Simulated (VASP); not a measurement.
Write the native input for VASP 6.6.1 that does the following.

```yaml
Task: single point
Functional: PBE
Potentials_or_basis: VASP PAW PBE potentials, release 64 (Ga_d, P)
Cutoff: 520 eV
k_mesh: 10 × 10 × 10
Occupations: gaussian, width 0.05 eV
Spin: no spin polarisation
Dipole_correction: no
Further_INCAR_settings: ALGO = Normal; EDIFF = 1e-07; NBANDS = 16
```

The structure of GaP lies in POSCAR:

```
GaP
1.0
    0.0000000000      2.8006376099      2.8006376099
    2.8006376099      0.0000000000      2.8006376099
    2.8006376099      2.8006376099      0.0000000000
Ga P
1 1
Direct
    0.0000000000      0.0000000000      0.0000000000
    0.7500000000      0.7500000000      0.7500000000
```

This cell differs from its parent crystal: volume 21.967 Å^3 an atom, c/a of the conventional cell 1.0000.

One way to write it, as run:

INCAR

```
SYSTEM = GaP
PREC = Accurate
ENCUT = 520
EDIFF = 1E-7
ISMEAR = 0
SIGMA = 0.05
LREAL = .False.
LASPH = .True.
NELM = 80
ALGO = Normal
ISIF = 2
LWAVE = .False.
LCHARG = .False.
GGA = PE
NBANDS = 16
```

KPOINTS

```
regular mesh
0
Gamma
  10 10 10
  0 0 0
```

Potentials or basis: VASP PAW PBE potentials, release 64 (Ga_d, P).

Launch:

```console
$ cat potpaw_PBE.64/Ga_d/POTCAR potpaw_PBE.64/P/POTCAR > POTCAR
$ mpirun -np 1 vasp_std > vasp.out
```

It gave:

```yaml
Pressure: -3.5 GPa
Band_gap_on_the_k_mesh: 1.16 eV, direct
```

Wall time 38 s on 1 thread of AMD EPYC 9R45 (Zen 5), with other jobs on the host, peak memory 0.15 GiB.
